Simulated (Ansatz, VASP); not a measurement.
# Two plane-wave programs on Pt

The input INCAR:

```
PREC = Accurate
ENCUT = 520
EDIFF = 1E-6
ISMEAR = 0
SIGMA = 0.15
LREAL = F
LASPH = T
NELM = 80
ALGO = Fast
ISIF = 2
LWAVE = F
LCHARG = F
GGA = PS
NBANDS = 17
```

The input KPOINTS:

```
Automatic mesh
0
Gamma
  24 24 12
```

File POSCAR:

```
Pt
1.0
    2.8384714500      0.0000000000      0.0000000000
   -1.4192357250      2.4581883836      0.0000000000
    0.0000000000      0.0000000000      4.5330186417
Pt
2
Direct
    0.6666666667      0.3333333333      0.7500000000
    0.3333333333      0.6666666667      0.2500000000
```

Input for Ansatz:

```yaml
crystal:
  lattice:
    - [2.83847145, 0.0, 0.0]
    - [-1.419235725, 2.4581883836, 0.0]
    - [0.0, 0.0, 4.5330186417]
  atoms:
    - { symbol: Pt, position: [0.6666666667, 0.3333333333, 0.75] }
    - { symbol: Pt, position: [0.3333333333, 0.6666666667, 0.25] }
basis:
  ecutwfc: 420
kpoints:
  mp_grid: { grid: [24, 24, 12] }
hamiltonian:
  xc: pbesol
scf:
  occupations: { method: gaussian, width: 0.15 }
output:
  forces: true
  stress: true
  eigenvalues: true
```

Alike in both runs: task single point; functional PBEsol; k mesh 24 × 24 × 12; occupations gaussian, width 0.15 eV; no spin polarisation.

|  | VASP | Ansatz |
| --- | --- | --- |
| version | VASP 6.6.1 | Ansatz 0.2.0 |
| potentials or method | VASP PAW PBE potentials, release 64 (Pt), cutoff 520 eV | scalar-relativistic, plane waves, PAW |
| valence electrons in the cell | 20 | 36 |

Ansatz gave:

```
gap on the k mesh at the Fermi level (eV)                     : none
pressure (GPa)                                                : -10.7
traceless stress, the component that is largest in VASP (GPa) : 5.98
```

Task: Estimate VASP's values.

Result: gap on the k mesh at the Fermi level (eV): none; pressure (GPa): -11.0; traceless stress, the component that is largest in VASP (GPa): 5.93.

VASP's potentials were made for PBE, not for PBEsol. A gap of «none» marks a metal or a gap that the smearing closes. With one functional, cell and mesh, what is left measures potentials, basis and numerics. VASP's potentials hold 20 valence electrons a cell and Ansatz's 36, so a difference there can come from the potentials and not from the codes.

Spin-orbit coupling is off throughout.
